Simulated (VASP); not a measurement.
Set up this calculation in VASP 6.6.1, as the native input.

```
Task                   : single point
Functional             : PBEsol
Potentials or basis    : VASP PAW PBE potentials, release 64 (Ti_sv, O)
Cutoff                 : 520 eV
k mesh                 : 6 × 6 × 4
Occupations            : gaussian, width 0.01 eV
Spin                   : no spin polarisation
Dipole correction      : no
Further INCAR settings : ALGO = Normal; EDIFF = 1e-06; NBANDS = 33
```

The structure of TiO2 lies in POSCAR:

```
TiO2
1.0
    2.7763518305     -2.7769889676      0.0000000000
    2.7763518305      2.7769889676      0.0000000000
   -2.7019647989      0.0000000000      4.9212803370
Ti O
2 4
Direct
    0.1341100000      0.8658900000      0.2500000000
    0.8658900000      0.1341100000      0.7500000000
    0.3312210000      0.0887550000      0.6671490000
    0.6687790000      0.9112450000      0.3328510000
    0.9112450000      0.6687790000      0.8328510000
    0.0887550000      0.3312210000      0.1671490000
```

These files were run (other wordings do the same):

INCAR

```
PREC = Accurate ; ENCUT = 520
EDIFF = 1E-6 ; ISMEAR = 0
SIGMA = 0.01 ; LREAL = False
LASPH = True ; NELM = 60
ALGO = Normal ; ISIF = 2
LWAVE = False ; LCHARG = True
GGA = PS ; LELF = True
LVHAR = True ; NBANDS = 33
```

KPOINTS

```
Automatic mesh
0
Gamma
  6 6 4
```

Potentials or basis: VASP PAW PBE potentials, release 64 (Ti_sv, O).

Launch:

```sh
$ cat potpaw_PBE.64/Ti_sv/POTCAR potpaw_PBE.64/O/POTCAR > POTCAR
$ mpirun -np 1 vasp_std > vasp.out
```

It gave:

```yaml
Pressure: -19.3 GPa
Largest_force: 0.598 eV/Å
Band_gap_on_the_k_mesh: 1.84 eV (least direct gap 2.15 eV)
```

Caveat: the cell stands under tension; the PAW data sets were made with another functional, which shifts forces and pressure a little.

Wall time 2.4 min on 1 thread of Intel(R) Xeon(R) Platinum 8488C (Sapphire Rapids), with other jobs on the host, peak memory 0.23 GiB.
